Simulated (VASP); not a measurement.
# AlN (I-4m2) in VASP: further runs

Runs on AlN. Level: LDA. Tasks: single point.

All numbers are computed with VASP 6.6.1; they aren't measurements. Logs are shortened: lines on timing, memory, paths and dates and some standing lists are left out, and cuts for length are marked.

## Step 1: The cell of the first run

The structure is tetragonal, space group I-4m2 (No. 119). Conventional cell: a = 3.261 Å, b = 3.261 Å, c = 3.919 Å, α = 90.00°, β = 90.00°, γ = 90.00°. Al (site symmetry -4m2) has 4 N at 1.90 Å within 2.5 Å. Within 2.5 Å of N (site symmetry -4m2) lie 4 Al at 1.90 Å.

## Step 2: Single point, LDA

INCAR reads:

```
SYSTEM = AlN
  ALGO = Normal
  EDIFF = 1E-7
  ENCUT = 520
  ISIF = 2
  ISMEAR = 0
  LASPH = .TRUE.
  LCHARG = .FALSE.
  LREAL = .FALSE.
  LWAVE = .FALSE.
  NBANDS = 11
  NELM = 100
  PREC = Accurate
  SIGMA = 0.05
```

KPOINTS reads:

```
k-points
0
G
  10 10 10
  0 0 0
```

POSCAR reads:

```
AlN
1.0
    0.0000000000      2.3055703484      1.9597347961
    2.3055703484      0.0000000000      1.9597347961
    2.3055703484      2.3055703484      0.0000000000
Al N
1 1
Direct
    0.0000000000      0.0000000000      0.0000000000
    0.7500000000      0.7500000000      0.7500000000
```

Potentials or basis: VASP PAW LDA potentials, release 64 (Al, N).

Started as:

```bash
$ cat potpaw_LDA.64/Al/POTCAR potpaw_LDA.64/N/POTCAR > POTCAR
$ mpirun -np 1 vasp_std > vasp.out
```

OUTCAR:

```text
SYSTEM = AlN
   EDIFF = 1E-7
   ENCUT = 520
   ISIF = 2
   ISMEAR = 0
   LASPH = .TRUE.
   LREAL = .FALSE.
   NELM = 100
   PREC = Accurate

 ion  position               nearest neighbor table
   1  0.000  0.000  0.000-   2 1.90   2 1.90   2 1.90   2 1.90
   2  0.750  0.750  0.750-   1 1.90   1 1.90   1 1.90   1 1.90

  LATTYP: Found a body centered tetragonal cell.
 ALAT       =     3.2605688557
 C/A-ratio  =     1.2020815280

  Lattice vectors:

 A1 = (   0.0000000000,  -2.3055703484,  -1.9597347961)
 A2 = (   0.0000000000,   2.3055703484,  -1.9597347961)
 A3 = (   2.3055703484,   0.0000000000,   1.9597347961)

Analysis of symmetry for initial positions (statically):
=====================================================================
 Subroutine PRICEL returns:
 Original cell was already a primitive cell.

 Routine SETGRP: Setting up the symmetry group for a
 body centered tetragonal supercell.

 Subroutine GETGRP returns: Found  8 space group operations
 (whereof  8 operations were pure point group operations)
 out of a pool of 16 trial point group operations.

The static configuration has the point symmetry D_2d.

Analysis of symmetry for dynamics (positions and initial velocities):
=====================================================================
 Subroutine PRICEL returns:
 Original cell was already a primitive cell.

 Routine SETGRP: Setting up the symmetry group for a
 body centered tetragonal supercell.

 Subroutine GETGRP returns: Found  8 space group operations
 (whereof  8 operations were pure point group operations)
 out of a pool of 16 trial point group operations.

The dynamic configuration has the point symmetry D_2d.

 Subroutine INISYM returns: Found  8 space group operations
 (whereof  8 operations are pure point group operations),
 and found     1 'primitive' translations

----------------------------------------------------------------------------------------

                                     Primitive cell

  volume of cell :      20.8345

  direct lattice vectors                    reciprocal lattice vectors
     0.000000000  2.305570348  1.959734796    -0.216866078  0.216866078  0.255136563
     2.305570348  0.000000000  1.959734796     0.216866078 -0.216866078  0.255136563
     2.305570348  2.305570348  0.000000000     0.216866078  0.216866078 -0.255136563

  length of vectors
     3.025923843  3.025923843  3.260568856     0.398944179  0.398944179  0.398944179

  position of ions in fractional coordinates (direct lattice)
     0.000000000  0.000000000  0.000000000
     0.750000000  0.750000000  0.750000000

  ion indices of the primitive-cell ions
   primitive index   ion index
                 1           1
                 2           2

----------------------------------------------------------------------------------------

 KPOINTS: k-points

Automatic generation of k-mesh.
 Grid dimensions read from file:
 generate k-points for:   10   10   10

 Generating k-lattice:

  Cartesian coordinates                     Fractional coordinates (reciprocal lattice)
    -0.021686608  0.021686608  0.025513656     0.100000000  0.000000000  0.000000000
     0.021686608 -0.021686608  0.025513656     0.000000000  0.100000000  0.000000000
     0.021686608  0.021686608 -0.025513656    -0.000000000 -0.000000000  0.100000000

  Length of vectors
     0.039894418  0.039894418  0.039894418

  Shift w.r.t. Gamma in fractional coordinates (k-lattice)
     0.000000000  0.000000000  0.000000000

 Subroutine IBZKPT returns following result:
 ===========================================

 Found    102 irreducible k-points:

 Following reciprocal coordinates:
            Coordinates               Weight
  0.000000  0.000000  0.000000      1.000000
  0.100000 -0.000000  0.000000      8.000000
  0.200000 -0.000000  0.000000      8.000000
  0.300000  0.000000  0.000000      8.000000
  0.400000  0.000000  0.000000      8.000000
  0.500000 -0.000000  0.000000      4.000000
[... 16 lines left out ...]
  0.300000  0.300000  0.000000      2.000000
  0.400000  0.300000  0.000000      8.000000
 [... further k-points ...]
   k-points           NKPTS =    102   k-points in BZ     NKDIM =    102   number of bands    NBANDS=     11
   number of dos      NEDOS =    301   number of ions     NIONS =      2
   total plane-waves  NPLWV =  13824
   dimension x,y,z NGX =    24 NGY =   24 NGZ =   24
   dimension x,y,z NGXF=    48 NGYF=   48 NGZF=   48
   ions per type =               1   1
   NGX,Y,Z   is equivalent  to a cutoff of  13.19, 13.19, 12.24 a.u.
   NGXF,Y,Z  is equivalent  to a cutoff of  26.37, 26.37, 24.47 a.u.
 SYSTEM =  AlN
   PREC   = accura    normal or accurate (medium, high low for compatibility)
   ISTART =      0    job   : 0-new  1-cont  2-samecut
   ICHARG =      2    charge: 1-file 2-atom 10-const
   ISPIN  =      1    spin polarized calculation?
   LNONCOLLINEAR =      F non collinear calculations
   LSORBIT =      F    spin-orbit coupling
   LASPH  =      T    aspherical Exc in radial PAW
   ENCUT  =  520.0 eV  38.22 Ry    6.18 a.u.   5.63  5.63  6.06*2*pi/ulx,y,z
   NELM   =    100;   NELMIN=  2; NELMDL= -5     # of ELM steps
   EDIFF  = 0.1E-06   stopping-criterion for ELM
   LREAL  =      F    real-space projection
   EDIFFG = 0.1E-05   stopping-criterion for IOM
   NSW    =      0    number of steps for IOM
   IBRION =     -1    ionic relax: 0-MD 1-quasi-New 2-CG
   NFREE  =      0    steps in history (QN), initial steepest desc. (CG)
   ISIF   =      2    stress and relaxation
   ISYM   =      2    0-nonsym 1-usesym 2-fastsym
   POTIM  = 0.5000    time-step for ionic-motion
   TEBEG  =    0.0;   TEEND  =   0.0 temperature during run
   PSTRESS=    0.0 pullay stress
   NELECT =       8.0000    total number of electrons
   NUPDOWN=      -1.0000    fix difference up-down
   EMIN   =  10.00;   EMAX   =-10.00  energy-range for DOS
   EFERMI =   0.00;   METHOD = LEGACY
   ISMEAR =     0;   SIGMA  =   0.05  broadening in eV -4-tet -1-fermi 0-gaus
   EFERMI_NEDOS =   21; number of points for ismear=-14 and -15
   IALGO  =     38    algorithm
   IMIX   =      4    mixing-type and parameters
     AMIX     =   0.40;   BMIX     =  1.00
     AMIX_MAG =   1.60;   BMIX_MAG =  1.00
  volume/ion in A,a.u.               =      10.42        70.30
  Fermi-wavevector in a.u.,A,eV,Ry     =   1.189899  2.248583 19.263943  1.415860
  Thomas-Fermi vector in A             =   2.325996
   LORBIT       =      0    0 simple, 1 ext, 2 COOP (PROOUT), +10 PAW based schemes
   GGA     = CA    functional components
   LHFCALC =     F    Hartree Fock is set to
   AEXX    =    0.0000 exact exchange contribution
   IVDW    =     0    specifies the selected vdW correction
   LEPSILON=     F    determine dielectric tensor
   LRPA    =     F    only Hartree local field effects (RPA)
 non-spin polarized calculation
 Gauss-broadening in eV      SIGMA  =   0.05
  energy-cutoff  :      520.00
  volume of cell :       20.83
 maximum number of plane-waves:       577
   NGX = 11   NGY = 11   NGZ = 13

 number of electron       8.0000000 magnetization

 Free energy of the ion-electron system (eV)
  ---------------------------------------------------
  ext. energy  EPLUGINS =         0.00000000
  ---------------------------------------------------
  free energy    TOTEN  =       -16.26174355 eV

  energy without entropy =      -16.26174355  energy(sigma->0) =      -16.26174355

 E-fermi :   6.3835     XC(G=0): -11.2850

 val. band max:        6.1513194027   @ k =   0.0000   0.0000   0.0000
 cond. band min:       8.7734172156   @ k =   0.5000   0.5000   0.0000
 fundamental gap:      2.6220978129
 Fermi energy:         6.3835281634

 k-point     1 :       0.0000    0.0000    0.0000
  band No.  band energies     occupation
      1      -9.0651      2.00000
      2       5.6486      2.00000
      3       5.6486      2.00000
      4       6.1513      2.00000
      5       9.9350      0.00000
      6      18.0746      0.00000
      7      18.2738      0.00000
      8      18.2738      0.00000
      9      20.7795      0.00000
     10      22.9373      0.00000
     11      22.9373      0.00000

 k-point     2 :       0.1000   -0.0000    0.0000
  band No.  band energies     occupation
      1      -8.9128      2.00000
      2       4.9732      2.00000
      3       5.5435      2.00000
      4       5.9862      2.00000
      5      10.6013      0.00000
      6      17.4765      0.00000
      7      18.0798      0.00000
      8      18.5247      0.00000
      9      20.3524      0.00000
     10      21.6615      0.00000
     11      24.3950      0.00000

 k-point     3 :       0.2000   -0.0000    0.0000
  band No.  band energies     occupation
      1      -8.4777      2.00000
      2       3.3881      2.00000
      3       5.2849      2.00000
      4       5.9072      2.00000
      5      11.6953      0.00000
      6      16.3717      0.00000
      7      17.1594      0.00000
      8      19.0965      0.00000
      9      21.0772      0.00000
     10      21.1006      0.00000
     11      25.5229      0.00000

 k-point     4 :       0.3000    0.0000    0.0000
  band No.  band energies     occupation
      1      -7.8408      2.00000
      2       1.7231      2.00000
      3       4.9928      2.00000
      4       5.8497      2.00000
      5      12.3485      0.00000
      6      15.6811      0.00000
      7      16.1906      0.00000
      8      19.4980      0.00000
      9      21.3346      0.00000
     10      22.8274      0.00000
     11      24.8292      0.00000
[... 239 lines left out ...]
 k-point    22 :      -0.2000    0.2000    0.0000
  band No.  band energies     occupation
      1      -7.7544      2.00000
      2       2.3723      2.00000
      3       4.6311      2.00000
      4       4.9702      2.00000
      5      13.1294      0.00000
      6      14.3773      0.00000
      7      17.0290      0.00000
      8      18.2049      0.00000
      9      20.6850      0.00000
     10      22.8080      0.00000
     11      27.3933      0.00000

 k-point    23 :       0.3000    0.3000    0.0000
  band No.  band energies     occupation
      1      -7.1453      2.00000
      2       2.5463      2.00000
      3       3.8895      2.00000
      4       3.8895      2.00000
      5      11.6951      0.00000
      6      13.8997      0.00000
      7      19.0627      0.00000
      8      19.0627      0.00000
      9      19.6770      0.00000
     10      24.1553      0.00000
     11      28.4107      0.00000

 k-point    24 :       0.4000    0.3000    0.0000
  band No.  band energies     occupation
      1      -6.6256      2.00000
      2       1.8924      2.00000
      3       3.6335      2.00000
      4       3.6927      2.00000
      5      10.9414      0.00000
      6      13.5702      0.00000
      7      18.8186      0.00000
      8      19.0890      0.00000
      9      20.6113      0.00000
     10      25.6277      0.00000
     11      28.7943      0.00000

 [... further k-points ...]
[... 5 lines left out ...]
  --------------------------------------------------------------------------------------
  -------------------------------------------------------------------------------------
  Total       -1.2783293     -1.2783293      0.4685205      0.0000000     -0.0000000     -0.0000000
  in kB      -98.3035662    -98.3035662     36.0292406      0.0000000     -0.0000000     -0.0000000
  external PRESSURE =     -53.5259639 kB  Pullay stress =       0.0000000 kB

 VOLUME and BASIS-vectors are now :
 -----------------------------------------------------------------------------
  energy-cutoff  :      520.00
  volume of cell :       20.83
      direct lattice vectors                 reciprocal lattice vectors
     0.000000000  2.305570348  1.959734796    -0.216866078  0.216866078  0.255136563
     2.305570348  0.000000000  1.959734796     0.216866078 -0.216866078  0.255136563
     2.305570348  2.305570348  0.000000000     0.216866078  0.216866078 -0.255136563

 POSITION                                       TOTAL-FORCE (eV/Angst)
 -----------------------------------------------------------------------------------
      0.00000      0.00000      0.00000        -0.000000     -0.000000     -0.000000
      3.45836      3.45836      2.93960         0.000000      0.000000      0.000000
 -----------------------------------------------------------------------------------
    total drift:                               -0.000000     -0.000000      0.000000

  FREE ENERGIE OF THE ION-ELECTRON SYSTEM (eV)
  ---------------------------------------------------
  free  energy   TOTEN  =       -16.2617435536 eV

  energy  without entropy=      -16.2617435536  energy(sigma->0) =      -16.26174355
```

Wall time 15 s (1 thread of Intel Xeon 8259CL, shared host); peak memory 0.13 GiB.

Results:

- Free energy: -16.2617 eV
- Pressure: -5.4 GPa
- Band gap on the k mesh: 2.62 eV, indirect (least direct gap 3.78 eV)

 A k mesh can miss the band edges.

## Step 3: Single point, LDA

This run uses another cell than the first one, of the same volume but with other edges.

INCAR reads:

```
PREC = Accurate ; ENCUT = 520
EDIFF = 1E-6 ; ISMEAR = 0
SIGMA = 0.05 ; LREAL = False
LASPH = True ; NELM = 80
ALGO = Normal ; ISIF = 2
LWAVE = False ; LCHARG = False
NBANDS = 11
```

KPOINTS reads:

```
regular mesh
0
Gamma
  10 10 10
```

POSCAR reads:

```
AlN
1.0
    0.0000000000      2.0552166264      2.4662599517
    2.0552166264      0.0000000000      2.4662599517
    2.0552166264      2.0552166264      0.0000000000
Al N
1 1
Direct
    0.0000000000      0.0000000000      0.0000000000
    0.7500000000      0.7500000000      0.7500000000
```

Potentials or basis: VASP PAW LDA potentials, release 64 (Al, N).

Started as:

```bash
$ cat potpaw_LDA.64/Al/POTCAR potpaw_LDA.64/N/POTCAR > POTCAR
$ mpirun -np 1 vasp_std > vasp.out
```

It took 18 s on 1 thread of Intel Xeon 8259CL, shared host; peak memory 0.14 GiB.

The run converged. Its results:

| Quantity | Value |
| --- | --- |
| Free energy | -16.0927 eV |
| Pressure | -5.1 GPa |
| Band gap on the k mesh | 2.53 eV, indirect (least direct gap 3.54 eV) |

Stress tensor (GPa, compression positive):
```
  8.65   0.00   0.00
  0.00   8.65   0.00
  0.00   0.00 -32.57
```

Levels at points of the mesh, in eV from the valence-band top:
| k point | band 2 | band 3 | band 4 | band 5 | band 6 | band 7 |
| --- | --- | --- | --- | --- | --- | --- |
| (0.00, 0.00, 0.00) | -1.21 | -0.12 | -0.12 | 3.42 | 11.65 | 11.84 |
| (0.50, 0.00, 0.00) | -6.45 | -1.90 | -0.14 | 5.32 | 9.24 | 10.59 |
| (0.50, 0.50, 0.00) | -6.69 | -1.26 | -1.26 | 3.54 | 9.64 | 11.01 |
| (0.50, 0.00, 0.50) | -4.91 | -2.81 | -2.68 | 2.53 | 6.89 | 11.76 |

 A k mesh can miss the band edges.

## Step 4: Single point, LDA

This run uses another cell than the first one, of the same volume but with other edges.

INCAR reads:

```
SYSTEM = AlN
PREC = Accurate
ENCUT = 520
EDIFF = 1E-6
ISMEAR = 0
SIGMA = 0.05
LREAL = .False.
LASPH = .True.
NELM = 100
ALGO = Normal
ISIF = 2
LWAVE = .False.
LCHARG = .False.
NBANDS = 11
```

KPOINTS reads:

```
Automatic mesh
0
Gamma
  10 10 10
  0 0 0
```

POSCAR reads:

```
AlN
1.0
    0.0000000000      2.3725742855      1.8506079427
    2.3725742855      0.0000000000      1.8506079427
    2.3725742855      2.3725742855      0.0000000000
Al N
1 1
Direct
    0.0000000000      0.0000000000      0.0000000000
    0.7500000000      0.7500000000      0.7500000000
```

Started as:

```bash
$ cat potpaw_LDA.64/Al/POTCAR potpaw_LDA.64/N/POTCAR > POTCAR
$ mpirun -np 1 vasp_std > vasp.out
```

It took 24 s on 1 thread of Intel Xeon 8259CL, shared host; peak memory 0.14 GiB.

It converged, with:

- Free energy: -16.1460 eV
- Pressure: -8.5 GPa
- Band gap on the k mesh: 2.60 eV, indirect (least direct gap 3.52 eV)

Stress tensor (GPa, compression positive):
```
-14.37   0.00   0.00
  0.00 -14.37   0.00
  0.00   0.00   3.32
```

Levels at points of the mesh, in eV from the valence-band top:
```csv
k point,band 1,band 2,band 3,band 4,band 5,band 6,band 7,band 8
"(0.00, 0.00, 0.00)",-15.41,-0.69,-0.69,0.00,3.52,11.86,12.12,12.12
"(0.50, 0.00, 0.00)",-13.18,-6.44,-1.88,-0.44,5.41,8.36,9.71,14.12
"(0.50, 0.50, 0.00)",-11.99,-3.86,-3.61,-3.61,2.60,5.13,13.63,13.63
"(0.50, 0.00, 0.50)",-12.92,-6.33,-1.52,-1.52,3.45,9.13,11.41,12.38
```

 A k mesh can miss the band edges.

## Step 5: Single point, LDA

This run uses another cell than the first one, of the same volume but with other edges.

INCAR reads:

```
PREC = Accurate
ENCUT = 520
EDIFF = 1E-6
ISMEAR = 0
SIGMA = 0.05
LREAL = False
LASPH = True
NELM = 60
ALGO = Normal
ISIF = 2
LWAVE = False
LCHARG = False
GGA = CA
NBANDS = 11
```

KPOINTS reads:

```
regular mesh
0
Gamma
  10 10 10
```

POSCAR reads:

```
AlN
1.0
    0.0000000000      2.0011066532      2.6014386492
    2.0011066532      0.0000000000      2.6014386492
    2.0011066532      2.0011066532      0.0000000000
Al N
1 1
Direct
    0.0000000000      0.0000000000      0.0000000000
    0.7500000000      0.7500000000      0.7500000000
```

Started as:

```bash
$ cat potpaw_LDA.64/Al/POTCAR potpaw_LDA.64/N/POTCAR > POTCAR
$ mpirun -np 1 vasp_std > vasp.out
```

Run time: 19 s. Hardware: 1 thread of Intel Xeon 8259CL, shared host; peak memory 0.14 GiB.

Results (log left out):

```
Free energy            : -15.7094 eV
Pressure               : -6.6 GPa
Band gap on the k mesh : 2.09 eV, indirect (least direct gap 2.78 eV)
```

Stress tensor (GPa, compression positive):
```
 16.88   0.00   0.00
  0.00  16.88   0.00
  0.00   0.00 -53.45
```

Levels at points of the mesh, in eV from the valence-band top:
| k point | band 1 | band 2 | band 3 | band 4 | band 5 | band 6 | band 7 | band 8 |
| --- | --- | --- | --- | --- | --- | --- | --- | --- |
| (0.00, 0.00, 0.00) | -15.82 | -2.05 | -0.25 | -0.25 | 2.53 | 10.68 | 11.49 | 11.49 |
| (0.50, 0.00, 0.00) | -13.56 | -6.87 | -2.73 | -0.09 | 3.82 | 8.76 | 10.85 | 12.56 |
| (0.50, 0.50, 0.00) | -13.78 | -7.67 | -1.16 | -1.16 | 3.63 | 9.25 | 10.30 | 15.52 |
| (0.50, 0.00, 0.50) | -12.48 | -5.07 | -3.40 | -3.15 | 2.09 | 6.01 | 10.01 | 13.05 |

 A k mesh can miss the band edges.

## Step 6: The runs side by side

| cell | gap on the mesh (eV) | pressure (GPa) |
| --- | --- | --- |
| a = 3.026, b = 3.026, c = 3.261 Å, angles 57.4, 57.4, 65.2°, 2 atoms | 2.62 | -5.4 |
| a = 3.210, b = 3.210, c = 2.907 Å, angles 63.1, 63.1, 53.8°, 2 atoms | 2.53 | -5.1 |
| a = 3.009, b = 3.009, c = 3.355 Å, angles 56.1, 56.1, 67.8°, 2 atoms | 2.60 | -8.5 |
| a = 3.282, b = 3.282, c = 2.830 Å, angles 64.5, 64.5, 51.1°, 2 atoms | 2.09 | -6.6 |

Alike in all rows: task single point; level LDA; potentials or basis VASP PAW LDA potentials, release 64 (Al, N); no spin polarisation; k mesh 10 × 10 × 10; cutoff (eV) 520; smearing gaussian 0.05 eV.

Total energies depend on the potentials used, so only differences within one code and one set of settings carry meaning.
